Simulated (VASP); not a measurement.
Set up this calculation in VASP 6.6.1, as the native input.

```
Task                   : single point
Functional             : PBE
Potentials or basis    : VASP PAW PBE potentials, release 64 (K_sv, Cl)
Cutoff                 : 520 eV
k mesh                 : 6 × 6 × 6
Occupations            : gaussian, width 0.05 eV
Spin                   : no spin polarisation
Dipole correction      : no
Further INCAR settings : ALGO = Normal; EDIFF = 1e-06; NBANDS = 15
```

The structure of KCl lies in POSCAR:

```
KCl
1.0
    0.0000000000      3.2192220000      3.1561000000
    3.1561000000      0.0000000000      3.1561000000
    3.1561000000      3.2192220000      0.0000000000
K Cl
1 1
Direct
    0.0000000000      0.0000000000      0.0000000000
    0.5000000000      0.5000000000      0.5000000000
```

This cell differs from its parent crystal: strain +0.0200 x Voigt [0, 1, 0, 0, 0, 0].

These files were run (other wordings do the same):

INCAR

```
ALGO = Normal
EDIFF = 1E-6
ENCUT = 520
GGA = PE
ISIF = 2
ISMEAR = 0
LASPH = T
LCHARG = F
LREAL = F
LWAVE = F
NBANDS = 15
NELM = 60
PREC = Accurate
SIGMA = 0.05
```

KPOINTS

```
k-points
0
Gamma
  6 6 6
```

Potentials or basis: VASP PAW PBE potentials, release 64 (K_sv, Cl).

Command:

```console
$ cat potpaw_PBE.64/K_sv/POTCAR potpaw_PBE.64/Cl/POTCAR > POTCAR
$ mpirun -np 1 vasp_std > vasp.out
```

Results of the run:

```
Pressure               : 0.3 GPa
Band gap on the k mesh : 5.08 eV
```

Caveat: the cell differs from its parent crystal (strain +0.0200 x Voigt [0, 1, 0, 0, 0, 0]).

It took 37 s on 1 thread of Intel(R) Xeon(R) Platinum 8259CL CPU @ 2.50GHz (Skylake/Cascade Lake) (shared host), peak memory 0.21 GiB.
